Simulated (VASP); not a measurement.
# MoS2 in VASP: further runs

MoS2 is run at these levels: PBEsol+U; tasks: single point.

Everything below comes from runs of VASP 6.6.1. Logs are shortened: lines on timing, memory, paths and dates and some standing lists are left out, and cuts for length are marked.

## 1. The cell of the first run

The cell holds a slab with vacuum, 6 atoms: a = 3.143 Å, b = 3.143 Å, c = 21.542 Å, α = 90.00°, β = 90.00°, γ = 120.00°.

## 2. Single point, PBEsol+U

File INCAR:

```
SYSTEM = MoS2
PREC = Accurate
ENCUT = 520
EDIFF = 1E-6
ISMEAR = -1
SIGMA = 0.05
LREAL = .False.
LASPH = .True.
NELM = 150
ALGO = Normal
ISIF = 2
LWAVE = .False.
LCHARG = .False.
LMAXMIX = 4
LDAU = .True.
LDAUTYPE = 2
LDAUL = 2 -1
LDAUU = 5 0
LDAUJ = 0 0
LDAUPRINT = 1
GGA = PS
NBANDS = 35
```

File KPOINTS:

```
Automatic mesh
0
Gamma
  10 10 2
  0 0 0
```

File POSCAR:

```
MoS2
1.0
    3.1426456011      0.0000000000      0.0000000000
   -1.5713228005      2.7216109256      0.0000000000
    0.0000000000      0.0000000000     21.5416908855
Mo S
2 4
Direct
    0.3333333333      0.6666666667      0.8549996364
    0.6666666667      0.3333333333      0.1450003636
    0.6666666667      0.3333333333      0.7827428357
    0.3333333333      0.6666666667      0.0726813023
    0.6666666667      0.3333333333      0.9273186977
    0.3333333333      0.6666666667      0.2172571643
```

Potentials or basis: VASP PAW PBE potentials, release 64 (Mo_sv, S).

Run with:

```bash
cat potpaw_PBE.64/Mo_sv/POTCAR potpaw_PBE.64/S/POTCAR > POTCAR
mpirun -np 1 vasp_std > vasp.out
```

OUTCAR:

```text
SYSTEM = MoS2
   PREC = Accurate
   ENCUT = 520
   EDIFF = 1E-6
   ISMEAR = -1
   LREAL = .False.
   LASPH = .True.
   NELM = 150
   ISIF = 2
   GGA = PS

 ion  position               nearest neighbor table
   1  0.333  0.667  0.855-   3 2.39   3 2.39   3 2.39   5 2.39   5 2.39   5 2.39
   2  0.667  0.333  0.145-   6 2.39   6 2.39   6 2.39   4 2.39   4 2.39   4 2.39
   3  0.667  0.333  0.783-   1 2.39   1 2.39   1 2.39
   4  0.333  0.667  0.073-   2 2.39   2 2.39   2 2.39
   5  0.667  0.333  0.927-   1 2.39   1 2.39   1 2.39
   6  0.333  0.667  0.217-   2 2.39   2 2.39   2 2.39

  LATTYP: Found a hexagonal cell.
 ALAT       =     3.1426456011
 C/A-ratio  =     6.8546357496

  Lattice vectors:

 A1 = (   3.1426456011,   0.0000000000,   0.0000000000)
 A2 = (  -1.5713228005,   2.7216109256,   0.0000000000)
 A3 = (   0.0000000000,   0.0000000000,  21.5416908855)

Analysis of symmetry for initial positions (statically):
=====================================================================
 Subroutine PRICEL returns:
 Original cell was already a primitive cell.

 Routine SETGRP: Setting up the symmetry group for a
 hexagonal supercell.

 Subroutine GETGRP returns: Found 12 space group operations
 (whereof 12 operations were pure point group operations)
 out of a pool of 24 trial point group operations.

The static configuration has the point symmetry D_3d.

Analysis of symmetry for dynamics (positions and initial velocities):
=====================================================================
 Subroutine PRICEL returns:
 Original cell was already a primitive cell.

 Routine SETGRP: Setting up the symmetry group for a
 hexagonal supercell.

 Subroutine GETGRP returns: Found 12 space group operations
 (whereof 12 operations were pure point group operations)
 out of a pool of 24 trial point group operations.

The dynamic configuration has the point symmetry D_3d.

 Subroutine INISYM returns: Found 12 space group operations
 (whereof 12 operations are pure point group operations),
 and found     1 'primitive' translations

----------------------------------------------------------------------------------------

                                     Primitive cell

  volume of cell :     184.2473

  direct lattice vectors                    reciprocal lattice vectors
     3.142645601  0.000000000  0.000000000     0.318203236  0.183714724  0.000000000
    -1.571322800  2.721610926  0.000000000     0.000000000  0.367429448  0.000000000
     0.000000000  0.000000000 21.541690885     0.000000000  0.000000000  0.046421611

  length of vectors
     3.142645601  3.142645601 21.541690885     0.367429448  0.367429448  0.046421611

  position of ions in fractional coordinates (direct lattice)
     0.333333333  0.666666667  0.854999636
     0.666666667  0.333333333  0.145000364
     0.666666667  0.333333333  0.782742836
     0.333333333  0.666666667  0.072681302
     0.666666667  0.333333333  0.927318698
     0.333333333  0.666666667  0.217257164

  ion indices of the primitive-cell ions
   primitive index   ion index
                 1           1
                 2           2
                 3           3
                 4           4
                 5           5
                 6           6

----------------------------------------------------------------------------------------

 KPOINTS: Automatic mesh

Automatic generation of k-mesh.
 Grid dimensions read from file:
[... 102 lines left out ...]
  volume of cell :      184.25
 maximum number of plane-waves:      4994
 NGX is ok and might be reduce to    24
   NGX = 11   NGY = 11   NGZ = 81

atom =   1  type =  1  l = 2

 onsite density matrix

spin component  1

  0.3923 -0.0000 -0.0000  0.0001  0.0000
 -0.0000  0.3795 -0.0000  0.0000  0.0001
 -0.0000 -0.0000  0.4247 -0.0000 -0.0000
  0.0001  0.0000 -0.0000  0.3795  0.0000
  0.0000  0.0001 -0.0000  0.0000  0.3923

spin component  2

  0.3923 -0.0000 -0.0000  0.0001  0.0000
 -0.0000  0.3795 -0.0000  0.0000  0.0001
 -0.0000 -0.0000  0.4247 -0.0000 -0.0000
  0.0001  0.0000 -0.0000  0.3795  0.0000
  0.0000  0.0001 -0.0000  0.0000  0.3923

 occupancies and eigenvectors

  o =  0.3795  v = -0.0040 -0.9112  0.0000  0.4118  0.0089  0.0000  0.0000  0.0000  0.0000  0.0000      0.0000  0.0000  0.0000  0.0000  0.0000  0.0000  0.0000  0.0000  0.0000  0.0000
  o =  0.3795  v =  0.0000  0.0000  0.0000  0.0000  0.0000 -0.0040 -0.9112  0.0000  0.4118  0.0089      0.0000  0.0000  0.0000  0.0000  0.0000  0.0000  0.0000  0.0000  0.0000  0.0000
  o =  0.3795  v =  0.0089 -0.4118  0.0000 -0.9112  0.0040  0.0000  0.0000  0.0000  0.0000  0.0000      0.0000  0.0000  0.0000  0.0000  0.0000  0.0000  0.0000  0.0000  0.0000  0.0000
  o =  0.3795  v =  0.0000  0.0000  0.0000  0.0000  0.0000  0.0089 -0.4118  0.0000 -0.9112  0.0040      0.0000  0.0000  0.0000  0.0000  0.0000  0.0000  0.0000  0.0000  0.0000  0.0000
  o =  0.3923  v =  0.0000  0.0000  0.0000  0.0000  0.0000 -0.3806  0.0090  0.0000 -0.0037  0.9247      0.0000  0.0000  0.0000  0.0000  0.0000  0.0000  0.0000  0.0000  0.0000  0.0000
  o =  0.3923  v = -0.3806  0.0090  0.0000 -0.0037  0.9247  0.0000  0.0000  0.0000  0.0000  0.0000      0.0000  0.0000  0.0000  0.0000  0.0000  0.0000  0.0000  0.0000  0.0000  0.0000
  o =  0.3923  v =  0.9247  0.0037  0.0000  0.0090  0.3806  0.0000  0.0000  0.0000  0.0000  0.0000      0.0000  0.0000  0.0000  0.0000  0.0000  0.0000  0.0000  0.0000  0.0000  0.0000
  o =  0.3923  v =  0.0000  0.0000  0.0000  0.0000  0.0000  0.9247  0.0037  0.0000  0.0090  0.3806      0.0000  0.0000  0.0000  0.0000  0.0000  0.0000  0.0000  0.0000  0.0000  0.0000
  o =  0.4247  v = -0.0000 -0.0000  1.0000 -0.0000 -0.0000  0.0000  0.0000  0.0000  0.0000  0.0000      0.0000  0.0000  0.0000  0.0000  0.0000  0.0000  0.0000  0.0000  0.0000  0.0000
  o =  0.4247  v =  0.0000  0.0000  0.0000  0.0000  0.0000 -0.0000 -0.0000  1.0000 -0.0000 -0.0000      0.0000  0.0000  0.0000  0.0000  0.0000  0.0000  0.0000  0.0000  0.0000  0.0000

atom =   2  type =  1  l = 2

 onsite density matrix

spin component  1

  0.3923 -0.0000 -0.0000  0.0001  0.0000
 -0.0000  0.3795 -0.0000  0.0000  0.0001
 -0.0000 -0.0000  0.4247 -0.0000 -0.0000
  0.0001  0.0000 -0.0000  0.3795  0.0000
  0.0000  0.0001 -0.0000  0.0000  0.3923

spin component  2

  0.3923 -0.0000 -0.0000  0.0001  0.0000
 -0.0000  0.3795 -0.0000  0.0000  0.0001
 -0.0000 -0.0000  0.4247 -0.0000 -0.0000
  0.0001  0.0000 -0.0000  0.3795  0.0000
  0.0000  0.0001 -0.0000  0.0000  0.3923

 occupancies and eigenvectors

  o =  0.3795  v = -0.0040 -0.9112  0.0000  0.4118  0.0089  0.0000  0.0000  0.0000  0.0000  0.0000      0.0000  0.0000  0.0000  0.0000  0.0000  0.0000  0.0000  0.0000  0.0000  0.0000
  o =  0.3795  v =  0.0000  0.0000  0.0000  0.0000  0.0000 -0.0040 -0.9112  0.0000  0.4118  0.0089      0.0000  0.0000  0.0000  0.0000  0.0000  0.0000  0.0000  0.0000  0.0000  0.0000
  o =  0.3795  v =  0.0089 -0.4118  0.0000 -0.9112  0.0040  0.0000  0.0000  0.0000  0.0000  0.0000      0.0000  0.0000  0.0000  0.0000  0.0000  0.0000  0.0000  0.0000  0.0000  0.0000
  o =  0.3795  v =  0.0000  0.0000  0.0000  0.0000  0.0000  0.0089 -0.4118  0.0000 -0.9112  0.0040      0.0000  0.0000  0.0000  0.0000  0.0000  0.0000  0.0000  0.0000  0.0000  0.0000
  o =  0.3923  v =  0.0000  0.0000  0.0000  0.0000  0.0000 -0.3819  0.0090  0.0000 -0.0037  0.9241      0.0000  0.0000  0.0000  0.0000  0.0000  0.0000  0.0000  0.0000  0.0000  0.0000
  o =  0.3923  v = -0.3819  0.0090  0.0000 -0.0037  0.9241  0.0000  0.0000  0.0000  0.0000  0.0000      0.0000  0.0000  0.0000  0.0000  0.0000  0.0000  0.0000  0.0000  0.0000  0.0000
  o =  0.3923  v =  0.9241  0.0037  0.0000  0.0090  0.3819  0.0000  0.0000  0.0000  0.0000  0.0000      0.0000  0.0000  0.0000  0.0000  0.0000  0.0000  0.0000  0.0000  0.0000  0.0000
  o =  0.3923  v =  0.0000  0.0000  0.0000  0.0000  0.0000  0.9241  0.0037  0.0000  0.0090  0.3819      0.0000  0.0000  0.0000  0.0000  0.0000  0.0000  0.0000  0.0000  0.0000  0.0000
  o =  0.4247  v = -0.0000 -0.0000  1.0000 -0.0000 -0.0000  0.0000  0.0000  0.0000  0.0000  0.0000      0.0000  0.0000  0.0000  0.0000  0.0000  0.0000  0.0000  0.0000  0.0000  0.0000
  o =  0.4247  v =  0.0000  0.0000  0.0000  0.0000  0.0000 -0.0000 -0.0000  1.0000 -0.0000 -0.0000      0.0000  0.0000  0.0000  0.0000  0.0000  0.0000  0.0000  0.0000  0.0000  0.0000

 number of electron      52.0000001 magnetization

 Free energy of the ion-electron system (eV)
  ---------------------------------------------------
  ext. energy  EPLUGINS =         0.00000000
  ---------------------------------------------------
  free energy    TOTEN  =       -34.89095506 eV

  energy without entropy =      -34.89095499  energy(sigma->0) =      -34.89095502

 E-fermi :   2.5184     XC(G=0):  -6.7699

 val. band max:        1.8523797923   @ k =   0.0000   0.0000   0.5000
 cond. band min:       3.3107368607   @ k =   0.2000   0.2000   0.0000
 fundamental gap:      1.4583570683
 Fermi energy:         2.5183688858

 k-point     1 :       0.0000    0.0000    0.0000
  band No.  band energies     occupation
      1     -59.7018      2.00000
      2     -59.7018      2.00000
      3     -33.8737      2.00000
      4     -33.8736      2.00000
      5     -33.6462      2.00000
      6     -33.6462      2.00000
[... 901 lines left out ...]
     34       6.0407      0.00000
     35       7.8806      0.00000

 [... further k-points ...]

------------------------ aborting loop because EDIFF is reached ----------------------------------------

  FORCE on cell =-STRESS in cart. coord.  units (eV):
  Direction    XX          YY          ZZ          XY          YZ          ZX
  --------------------------------------------------------------------------------------
  -------------------------------------------------------------------------------------
  Total        1.9853494      1.9853494      2.3424820      0.0000000      0.0000000      0.0000000
  in kB       17.2641935     17.2641935     20.3697453      0.0000000      0.0000000      0.0000000
  external PRESSURE =      18.2993775 kB  Pullay stress =       0.0000000 kB

 VOLUME and BASIS-vectors are now :
 -----------------------------------------------------------------------------
  energy-cutoff  :      520.00
  volume of cell :      184.25
      direct lattice vectors                 reciprocal lattice vectors
     3.142645601  0.000000000  0.000000000     0.318203236  0.183714724  0.000000000
    -1.571322800  2.721610926  0.000000000     0.000000000  0.367429448  0.000000000
     0.000000000  0.000000000 21.541690885     0.000000000  0.000000000  0.046421611

 POSITION                                       TOTAL-FORCE (eV/Angst)
 -----------------------------------------------------------------------------------
     -0.00000      1.81441     18.41814         0.000000     -0.000000     -0.003111
      1.57132      0.90720      3.12355        -0.000000      0.000000      0.003111
      1.57132      0.90720     16.86160         0.000000     -0.000000     -0.376164
     -0.00000      1.81441      1.56568        -0.000000      0.000000     -0.368327
      1.57132      0.90720     19.97601        -0.000000      0.000000      0.368327
     -0.00000      1.81441      4.68009        -0.000000      0.000000      0.376164
 -----------------------------------------------------------------------------------
    total drift:                               -0.000000      0.000000     -0.000000

  FREE ENERGIE OF THE ION-ELECTRON SYSTEM (eV)
  ---------------------------------------------------
  free  energy   TOTEN  =       -34.8909550559 eV

  energy  without entropy=      -34.8909549935  energy(sigma->0) =      -34.89095502
```

Wall time 2.3 min (1 thread of Intel Xeon 6975P-C (Granite Rapids), shared host); peak memory 0.36 GiB.

Results:

- Free energy: -34.8910 eV
- Largest force: 0.376 eV/Å
- Band gap on the k mesh: 1.46 eV (least direct gap 1.92 eV)

Forces on the atoms (eV/Å):
```
Mo   0.000  0.000 -0.003
Mo   0.000  0.000  0.003
S    0.000  0.000 -0.376
S    0.000  0.000 -0.368
S    0.000  0.000  0.368
S    0.000  0.000  0.376
```

Eigenvalues of the final occupation matrices:
```
    site  spin  trace               eigenvalues
site 1 d     1   1.97  0.38 0.38 0.39 0.39 0.42
site 1 d     2   1.97  0.38 0.38 0.39 0.39 0.42
site 2 d     1   1.97  0.38 0.38 0.39 0.39 0.42
site 2 d     2   1.97  0.38 0.38 0.39 0.39 0.42
```

Caveat: there is no dipole correction, which matters where the two faces differ; the PAW data sets were made with another functional, which shifts forces and pressure a little.

## 3. Single point, PBEsol+U

This run uses another cell than the first one.

File INCAR:

```
ALGO = Normal
EDIFF = 1E-6
ENCUT = 520
GGA = PS
ISIF = 2
ISMEAR = -1
LASPH = T
LCHARG = F
LDAU = T
LDAUJ = 0 0
LDAUL = 2 -1
LDAUPRINT = 1
LDAUTYPE = 2
LDAUU = 6 0
LMAXMIX = 4
LREAL = F
LWAVE = F
NBANDS = 35
NELM = 150
PREC = Accurate
SIGMA = 0.05
```

File KPOINTS:

```
k-points
0
Gamma
  10 10 2
```

File POSCAR:

```
MoS2
1.0
    3.1462662433      0.0000000000      0.0000000000
   -1.5731331217      2.7247464938      0.0000000000
    0.0000000000      0.0000000000     21.5674275395
Mo S
2 4
Direct
    0.3333333333      0.6666666667      0.8553676034
    0.6666666667      0.3333333333      0.1446323966
    0.6666666667      0.3333333333      0.7832688424
    0.3333333333      0.6666666667      0.0724707666
    0.6666666667      0.3333333333      0.9275292334
    0.3333333333      0.6666666667      0.2167311576
```

Potentials or basis: VASP PAW PBE potentials, release 64 (Mo_sv, S).

Run with:

```bash
cat potpaw_PBE.64/Mo_sv/POTCAR potpaw_PBE.64/S/POTCAR > POTCAR
mpirun -np 1 vasp_std > vasp.out
```

It took 2.3 min on 1 thread of Intel Xeon 6975P-C (Granite Rapids), shared host; peak memory 0.36 GiB.

It converged, with:

```yaml
Free_energy: -32.5126 eV
Largest_force: 0.463 eV/Å
Band_gap_on_the_k_mesh: 1.46 eV (least direct gap 1.87 eV)
```

Forces in eV/Å, atoms in the order of the input:
```
Mo   0.000  0.000 -0.003
Mo   0.000  0.000  0.003
S    0.000  0.000 -0.463
S    0.000  0.000 -0.454
S    0.000  0.000  0.454
S    0.000  0.000  0.463
```

Levels at points of the mesh, in eV from the valence-band top:
| k point | band 23 | band 24 | band 25 | band 26 | band 27 | band 28 | band 29 | band 30 |
| --- | --- | --- | --- | --- | --- | --- | --- | --- |
| (0.00, 0.00, 0.00) | -1.72 | -1.72 | -0.65 | 0.00 | 2.56 | 2.56 | 2.57 | 2.57 |
| (0.50, 0.00, 0.00) | -1.37 | -1.29 | -1.15 | -1.10 | 2.11 | 2.13 | 2.45 | 2.57 |
| (0.00, 0.00, 0.50) | -1.72 | -1.72 | -0.65 | 0.00 | 2.56 | 2.56 | 2.57 | 2.57 |
| (0.50, 0.00, 0.50) | -1.37 | -1.29 | -1.15 | -1.10 | 2.11 | 2.13 | 2.45 | 2.57 |

Eigenvalues of the final occupation matrices:
| site | spin | trace | eigenvalues |
| --- | --- | --- | --- |
| site 1 d | 1 | 1.95 | 0.38 0.38 0.39 0.39 0.43 |
| site 1 d | 2 | 1.95 | 0.38 0.38 0.39 0.39 0.43 |
| site 2 d | 1 | 1.95 | 0.38 0.38 0.39 0.39 0.43 |
| site 2 d | 2 | 1.95 | 0.38 0.38 0.39 0.39 0.43 |

Caveat: there is no dipole correction, which matters where the two faces differ; the PAW data sets were made with another functional, which shifts forces and pressure a little.
